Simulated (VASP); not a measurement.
# C (Im-3m) in VASP: notebook

Runs on C. Level: PBE. Tasks: single point, relaxation of cell and atoms.

All numbers are computed with VASP 6.6.1; they aren't measurements. Logs are shortened: lines on timing, memory, paths and dates and some standing lists are left out, and cuts for length are marked.

**1. The cell of the first run**

Symmetry: Im-3m, No. 229, cubic system. The conventional cell has a = 2.380 Å, b = 2.380 Å, c = 2.380 Å, α = 90.00°, β = 90.00°, γ = 90.00°. C (site symmetry m-3m) has 14 C at 2.06 to 2.38 Å within 2.7 Å.

**2. Single point, PBE**

INCAR reads:

```
PREC     = Accurate       # precision mode
ENCUT    = 520            # plane-wave cutoff, eV
EDIFF    = 1E-6           # SCF threshold, eV
ISMEAR   = -1             # smearing method
SIGMA    = 0.05           # smearing width, eV
LREAL    = F              # projectors in reciprocal space
LASPH    = T              # aspherical terms in the spheres
NELM     = 80             # most SCF steps
ALGO     = Normal         # electronic algorithm
ISIF     = 2              # what is computed and relaxed
LWAVE    = F              # write WAVECAR
LCHARG   = F              # write CHGCAR
GGA      = PE             # functional
NBANDS   = 8              # bands
```

KPOINTS reads:

```
Automatic mesh
0
Gamma
  14 14 14
```

POSCAR reads:

```
C
1.0
   -1.1900000000      1.1900000000      1.1900000000
    1.1900000000     -1.1900000000      1.1900000000
    1.1900000000      1.1900000000     -1.1900000000
C
1
Direct
    0.0000000000      0.0000000000      0.0000000000
```

Potentials or basis: VASP PAW PBE potentials, release 64 (C).

Started as:

```bash
$ cat potpaw_PBE.64/C/POTCAR > POTCAR
$ mpirun -np 1 vasp_std > vasp.out
```

OUTCAR:

```text
PREC = Accurate
   ENCUT = 520
   EDIFF = 1E-6
   ISMEAR = -1
   LREAL = F
   LASPH = T
   NELM = 80
   ISIF = 2
   GGA = PE

 ion  position               nearest neighbor table
   1  0.000  0.000  0.000-

  LATTYP: Found a body centered cubic cell.
 ALAT       =     2.3800000000

  Lattice vectors:

 A1 = (  -1.1900000000,   1.1900000000,   1.1900000000)
 A2 = (   1.1900000000,  -1.1900000000,   1.1900000000)
 A3 = (   1.1900000000,   1.1900000000,  -1.1900000000)

Analysis of symmetry for initial positions (statically):
=====================================================================
 Subroutine PRICEL returns:
 Original cell was already a primitive cell.

 Routine SETGRP: Setting up the symmetry group for a
 body centered cubic supercell.

 Subroutine GETGRP returns: Found 48 space group operations
[... 9 lines left out ...]

 Routine SETGRP: Setting up the symmetry group for a
 body centered cubic supercell.

 Subroutine GETGRP returns: Found 48 space group operations
[... 11 lines left out ...]
                                     Primitive cell

  volume of cell :       6.7406

  direct lattice vectors                    reciprocal lattice vectors
    -1.190000000  1.190000000  1.190000000     0.000000000  0.420168067  0.420168067
     1.190000000 -1.190000000  1.190000000     0.420168067  0.000000000  0.420168067
     1.190000000  1.190000000 -1.190000000     0.420168067  0.420168067  0.000000000

  length of vectors
     2.061140461  2.061140461  2.061140461     0.594207379  0.594207379  0.594207379

  position of ions in fractional coordinates (direct lattice)
     0.000000000  0.000000000  0.000000000

  ion indices of the primitive-cell ions
   primitive index   ion index
                 1           1

----------------------------------------------------------------------------------------

 KPOINTS: Automatic mesh

Automatic generation of k-mesh.
 Grid dimensions read from file:
 generate k-points for:   14   14   14

 Generating k-lattice:

  Cartesian coordinates                     Fractional coordinates (reciprocal lattice)
     0.000000000  0.030012005  0.030012005     0.071428571  0.000000000  0.000000000
     0.030012005  0.000000000  0.030012005     0.000000000  0.071428571  0.000000000
     0.030012005  0.030012005  0.000000000     0.000000000  0.000000000  0.071428571

  Length of vectors
     0.042443384  0.042443384  0.042443384

  Shift w.r.t. Gamma in fractional coordinates (k-lattice)
     0.000000000  0.000000000  0.000000000

 Subroutine IBZKPT returns following result:
 ===========================================

 Found    104 irreducible k-points:

 Following reciprocal coordinates:
            Coordinates               Weight
  0.000000  0.000000  0.000000      1.000000
  0.071429  0.000000  0.000000     12.000000
  0.142857  0.000000  0.000000     12.000000
  0.214286  0.000000  0.000000     12.000000
  0.285714  0.000000  0.000000     12.000000
  0.357143  0.000000  0.000000     12.000000
[... 16 lines left out ...]
  0.285714  0.285714  0.000000     24.000000
  0.357143  0.285714  0.000000     24.000000
 [... further k-points ...]
   k-points           NKPTS =    104   k-points in BZ     NKDIM =    104   number of bands    NBANDS=      8
   number of dos      NEDOS =    301   number of ions     NIONS =      1
   total plane-waves  NPLWV =   4096
   dimension x,y,z NGX =    16 NGY =   16 NGZ =   16
   dimension x,y,z NGXF=    32 NGYF=   32 NGZF=   32
   ions per type =               1
   NGX,Y,Z   is equivalent  to a cutoff of  12.91, 12.91, 12.91 a.u.
   NGXF,Y,Z  is equivalent  to a cutoff of  25.81, 25.81, 25.81 a.u.
 SYSTEM =  unknown system
   PREC   = accura    normal or accurate (medium, high low for compatibility)
   ISTART =      0    job   : 0-new  1-cont  2-samecut
   ICHARG =      2    charge: 1-file 2-atom 10-const
   ISPIN  =      1    spin polarized calculation?
   LNONCOLLINEAR =      F non collinear calculations
   LSORBIT =      F    spin-orbit coupling
   LASPH  =      T    aspherical Exc in radial PAW
   ENCUT  =  520.0 eV  38.22 Ry    6.18 a.u.   3.83  3.83  3.83*2*pi/ulx,y,z
   NELM   =     80;   NELMIN=  2; NELMDL= -5     # of ELM steps
   EDIFF  = 0.1E-05   stopping-criterion for ELM
   LREAL  =      F    real-space projection
   EDIFFG = 0.1E-04   stopping-criterion for IOM
   NSW    =      0    number of steps for IOM
   IBRION =     -1    ionic relax: 0-MD 1-quasi-New 2-CG
   NFREE  =      0    steps in history (QN), initial steepest desc. (CG)
   ISIF   =      2    stress and relaxation
   ISYM   =      2    0-nonsym 1-usesym 2-fastsym
   POTIM  = 0.5000    time-step for ionic-motion
   TEBEG  =    0.0;   TEEND  =   0.0 temperature during run
   PSTRESS=    0.0 pullay stress
   NELECT =       4.0000    total number of electrons
   NUPDOWN=      -1.0000    fix difference up-down
   EMIN   =  10.00;   EMAX   =-10.00  energy-range for DOS
   EFERMI =   0.00;   METHOD = LEGACY
   ISMEAR =    -1;   SIGMA  =   0.05  broadening in eV -4-tet -1-fermi 0-gaus
   EFERMI_NEDOS =   21; number of points for ismear=-14 and -15
   IALGO  =     38    algorithm
   IMIX   =      4    mixing-type and parameters
     AMIX     =   0.40;   BMIX     =  1.00
     AMIX_MAG =   1.60;   BMIX_MAG =  1.00
  volume/ion in A,a.u.               =       6.74        45.49
  Fermi-wavevector in a.u.,A,eV,Ry     =   1.375713  2.599721 25.750203  1.892587
  Thomas-Fermi vector in A             =   2.501024
   LORBIT       =      0    0 simple, 1 ext, 2 COOP (PROOUT), +10 PAW based schemes
   GGA     = PE    functional components
   LHFCALC =     F    Hartree Fock is set to
   AEXX    =    0.0000 exact exchange contribution
   IVDW    =     0    specifies the selected vdW correction
   LEPSILON=     F    determine dielectric tensor
   LRPA    =     F    only Hartree local field effects (RPA)
 non-spin polarized calculation
  energy-cutoff  :      520.00
  volume of cell :        6.74
 maximum number of plane-waves:       191
   NGX =  7   NGY =  7   NGZ =  7

 number of electron       4.0000000 magnetization

 Free energy of the ion-electron system (eV)
  ---------------------------------------------------
  ext. energy  EPLUGINS =         0.00000000
  ---------------------------------------------------
  free energy    TOTEN  =        -4.87525397 eV

  energy without entropy =       -4.87093802  energy(sigma->0) =       -4.87309599

 E-fermi :   8.3777     XC(G=0): -13.0811

 val. band max:        8.3456964130   @ k =   0.2143   0.1429   0.0714
 cond. band min:       8.3956302473   @ k =  -0.4286   0.5000   0.2143
 fundamental gap:      0.0499338343
 Fermi energy:         8.3777379180

 k-point     1 :       0.0000    0.0000    0.0000
  band No.  band energies     occupation
      1     -11.1133      2.00000
      2      17.3697      0.00000
      3      17.3697      0.00000
      4      17.3697      0.00000
      5      41.4733      0.00000
      6      41.4733      0.00000
      7      41.4733      0.00000
      8      43.4768      0.00000

 k-point     2 :       0.0714    0.0000    0.0000
  band No.  band energies     occupation
      1     -10.8862      2.00000
      2      16.8128      0.00000
      3      17.0585      0.00000
      4      17.3056      0.00000
      5      39.7247      0.00000
      6      39.9779      0.00000
      7      42.2670      0.00000
      8      43.5000      0.00000

 k-point     3 :       0.1429    0.0000    0.0000
  band No.  band energies     occupation
      1     -10.2057      2.00000
      2      15.1841      0.00000
      3      16.2558      0.00000
      4      17.1231      0.00000
      5      36.2496      0.00000
      6      37.5145      0.00000
      7      43.1212      0.00000
      8      43.4831      0.00000

 k-point     4 :       0.2143    0.0000    0.0000
  band No.  band energies     occupation
      1      -9.0753      2.00000
      2      12.6451      0.00000
      3      15.2378      0.00000
      4      16.8526      0.00000
      5      33.5286      0.00000
      6      35.2751      0.00000
      7      42.6429      0.00000
      8      43.4591      0.00000

 k-point     5 :       0.2857    0.0000    0.0000
  band No.  band energies     occupation
      1      -7.5019      2.00000
      2       9.5138      0.00000
      3      14.2496      0.00000
      4      16.5442      0.00000
      5      31.7373      0.00000
      6      33.4767      0.00000
      7      42.9192      0.00000
      8      43.4287      0.00000

 k-point     6 :       0.3571    0.0000    0.0000
  band No.  band energies     occupation
      1      -5.4973      2.00000
      2       6.1478      2.00000
      3      13.4542      0.00000
      4      16.2596      0.00000
      5      30.6644      0.00000
      6      32.1747      0.00000
      7      43.3951      0.00000
      8      43.7987      0.00000

 k-point     7 :       0.4286    0.0000    0.0000
  band No.  band energies     occupation
      1      -3.0823      2.00000
      2       2.8230      2.00000
      3      12.9454      0.00000
      4      16.0607      0.00000
      5      30.1038      0.00000
      6      31.3887      0.00000
      7      43.3637      0.00000
      8      44.9231      0.00000
[... 133 lines left out ...]
 k-point    20 :       0.2143    0.2143    0.0000
  band No.  band energies     occupation
      1      -5.0540      2.00000
      2       8.2076      1.93562
      3       9.9023      0.00000
      4      15.0636      0.00000
      5      32.8290      0.00000
      6      33.0558      0.00000
      7      41.5922      0.00000
      8      44.4214      0.00000

 k-point    21 :       0.2857    0.2143    0.0000
  band No.  band energies     occupation
      1      -2.8631      2.00000
      2       5.6378      2.00000
      3       8.4948      0.17552
      4      14.6688      0.00000
      5      32.6071      0.00000
      6      33.6175      0.00000
      7      40.5244      0.00000
      8      45.8236      0.00000

 k-point    22 :       0.3571    0.2143   -0.0000
  band No.  band energies     occupation
      1      -0.2928      2.00000
      2       2.5988      2.00000
      3       7.9974      1.99901
      4      14.4598      0.00000
      5      32.3991      0.00000
      6      34.2804      0.00000
      7      39.6668      0.00000
      8      46.8486      0.00000

 k-point    23 :       0.2857    0.2857    0.0000
  band No.  band energies     occupation
      1      -0.5052      2.00000
      2       4.7147      2.00000
      3       5.7310      2.00000
      4      14.3494      0.00000
      5      33.1086      0.00000
      6      34.5745      0.00000
      7      38.8685      0.00000
      8      47.7307      0.00000

 k-point    24 :       0.3571    0.2857    0.0000
  band No.  band energies     occupation
      1       1.9656      2.00000
      2       2.4122      2.00000
      3       5.0907      2.00000
      4      14.2417      0.00000
      5      33.1924      0.00000
      6      35.5372      0.00000
      7      37.6954      0.00000
      8      49.0397      0.00000

 [... further k-points ...]
[... 5 lines left out ...]
  --------------------------------------------------------------------------------------
  -------------------------------------------------------------------------------------
  Total        0.0031703      0.0031703      0.0031703     -0.0000000      0.0000000      0.0000000
  in kB        0.7535498      0.7535498      0.7535498     -0.0000000      0.0000000      0.0000000
  external PRESSURE =       0.7535498 kB  Pullay stress =       0.0000000 kB

 VOLUME and BASIS-vectors are now :
 -----------------------------------------------------------------------------
  energy-cutoff  :      520.00
  volume of cell :        6.74
      direct lattice vectors                 reciprocal lattice vectors
    -1.190000000  1.190000000  1.190000000     0.000000000  0.420168067  0.420168067
     1.190000000 -1.190000000  1.190000000     0.420168067  0.000000000  0.420168067
     1.190000000  1.190000000 -1.190000000     0.420168067  0.420168067  0.000000000

 POSITION                                       TOTAL-FORCE (eV/Angst)
 -----------------------------------------------------------------------------------
      0.00000      0.00000      0.00000         0.000000     -0.000000      0.000000
 -----------------------------------------------------------------------------------
    total drift:                                0.000000     -0.000000     -0.000000

  FREE ENERGIE OF THE ION-ELECTRON SYSTEM (eV)
  ---------------------------------------------------
  free  energy   TOTEN  =        -4.8752539671 eV

  energy  without entropy=       -4.8709380226  energy(sigma->0) =       -4.87309599
```

Run time: 3.3 s. Hardware: 1 thread of Intel Xeon Platinum 8259CL at 2.50GHz (Skylake/Cascade Lake), shared host; peak memory 0.11 GiB.

What came out:

| Property | Result |
| --- | --- |
| Free energy | -4.8753 eV |
| Pressure | 0.1 GPa |
| Band gap on the k mesh | zero (band 2 reaches 17.37 eV, above the bottom of band 3 at 3.47 eV) |

Levels at points of the mesh, in eV from the Fermi level:
```
           k point  band 1  band 2  band 3  band 4  band 5  band 6  band 7
(0.00, 0.00, 0.00)  -19.49    8.99    8.99    8.99   33.10   33.10   33.10
(0.50, 0.00, 0.00)   -8.76   -8.58    4.39    7.61   21.55   22.75   34.97
(0.50, 0.50, 0.50)   -1.53   -1.53   -1.53    0.48   11.98   11.98   43.30
```

**3. Relaxation of cell and atoms, PBE**

INCAR reads:

```
SYSTEM = C
  ALGO = Normal
  EDIFF = 1E-6
  EDIFFG = -0.03
  ENCUT = 600
  GGA = PE
  IBRION = 2
  ISIF = 3
  ISMEAR = -1
  LASPH = .True.
  LCHARG = .False.
  LREAL = .False.
  LWAVE = .False.
  NELM = 80
  NSW = 80
  PREC = Accurate
  SIGMA = 0.05
```

KPOINTS reads:

```
k-points
0
Gamma
  14 14 14
  0 0 0
```

POSCAR is that of step 2.

Potentials or basis: VASP PAW PBE potentials, release 64 (C).

Started as:

```bash
$ cat potpaw_PBE.64/C/POTCAR > POTCAR
$ mpirun -np 1 vasp_std > vasp.out
```

OUTCAR:

```text
SYSTEM = C
   EDIFF = 1E-6
   EDIFFG = -0.03
   ENCUT = 600
   GGA = PE
   IBRION = 2
   ISIF = 3
   ISMEAR = -1
   LASPH = .True.
   LREAL = .False.
   NELM = 80
   NSW = 80
   PREC = Accurate

 ion  position               nearest neighbor table
   1  0.000  0.000  0.000-

  LATTYP: Found a body centered cubic cell.
 ALAT       =     2.3800000000

  Lattice vectors:

 A1 = (  -1.1900000000,   1.1900000000,   1.1900000000)
 A2 = (   1.1900000000,  -1.1900000000,   1.1900000000)
[... 389 lines left out ...]
  band No.  band energies     occupation
      1       1.9644      2.00000
      2       2.4117      2.00000
      3       5.0901      2.00000
      4      14.2404      0.00000
      5      33.1900      0.00000
      6      35.5258      0.00000

 [... further k-points ...]
[... 5 lines left out ...]
  --------------------------------------------------------------------------------------
  -------------------------------------------------------------------------------------
  Total       -0.0057800     -0.0057800     -0.0057800      0.0000000      0.0000000      0.0000000
  in kB       -1.3738477     -1.3738477     -1.3738477      0.0000000      0.0000000      0.0000000
  external PRESSURE =      -1.3738477 kB  Pullay stress =       0.0000000 kB

 VOLUME and BASIS-vectors are now :
 -----------------------------------------------------------------------------
  energy-cutoff  :      600.00
  volume of cell :        6.74
      direct lattice vectors                 reciprocal lattice vectors
    -1.190000000  1.190000000  1.190000000     0.000000000  0.420168067  0.420168067
     1.190000000 -1.190000000  1.190000000     0.420168067  0.000000000  0.420168067
     1.190000000  1.190000000 -1.190000000     0.420168067  0.420168067  0.000000000

 POSITION                                       TOTAL-FORCE (eV/Angst)
 -----------------------------------------------------------------------------------
      0.00000      0.00000      0.00000         0.000000      0.000000     -0.000000
 -----------------------------------------------------------------------------------
    total drift:                               -0.000000      0.000000      0.000000

  FREE ENERGIE OF THE ION-ELECTRON SYSTEM (eV)
  ---------------------------------------------------
  free  energy   TOTEN  =        -4.8758506908 eV

  energy  without entropy=       -4.8715379668  energy(sigma->0) =       -4.87369433

 reached required accuracy - stopping structural energy minimisation
```

OSZICAR:

```text
N       E                     dE             d eps       ncg     rms          rms(c)
DAV:   1    -0.150400384095E+01   -0.15040E+01   -0.27487E+03  1326   0.737E+02
DAV:   2    -0.485054018736E+01   -0.33465E+01   -0.31540E+01  1662   0.474E+01
DAV:   3    -0.487209334797E+01   -0.21553E-01   -0.21540E-01  1386   0.457E+00
DAV:   4    -0.487210780133E+01   -0.14453E-04   -0.14454E-04  1734   0.112E-01
DAV:   5    -0.487210780788E+01   -0.65436E-08   -0.60342E-08  1380   0.141E-03    0.931E-01
DAV:   6    -0.487426875611E+01   -0.21609E-02   -0.69044E-04  1452   0.236E-01    0.549E-01
DAV:   7    -0.487584237392E+01   -0.15736E-02   -0.14693E-03  1470   0.351E-01    0.334E-02
DAV:   8    -0.487585078243E+01   -0.84085E-05   -0.30524E-05  1482   0.536E-02    0.274E-03
DAV:   9    -0.487585069082E+01    0.91612E-07   -0.13740E-07   876   0.366E-03
   1 F= -.48758507E+01 E0= -.48736943E+01  d E =-.487585E+01
```

CONTCAR:

```text
C
   1.00000000000000
    -1.1899999999999999    1.1899999999999999    1.1899999999999999
     1.1899999999999999   -1.1899999999999999    1.1899999999999999
     1.1899999999999999    1.1899999999999999   -1.1899999999999999
  C
     1
Direct
     0.0000000000000000    0.0000000000000000    0.0000000000000000

  0.00000000E+00  0.00000000E+00  0.00000000E+00
```

Run time: 3.2 s. Hardware: 1 thread of Intel Xeon Platinum 8259CL at 2.50GHz (Skylake/Cascade Lake), shared host; peak memory 0.1 GiB.

Results:

| Item | Value |
| --- | --- |
| Free energy | -4.8759 eV |
| Pressure after relaxing | -0.1 GPa |
| Band gap on the k mesh | zero (band 2 reaches 17.37 eV, above the bottom of band 3 at 3.47 eV) |

Final structure:
```
CELL_PARAMETERS angstrom
-1.19000 1.19000 1.19000
1.19000 -1.19000 1.19000
1.19000 1.19000 -1.19000
ATOMIC_POSITIONS crystal
C 0.00000 0.00000 0.00000
```

Caveat: the relaxation stopped at its first step, so nothing moved.
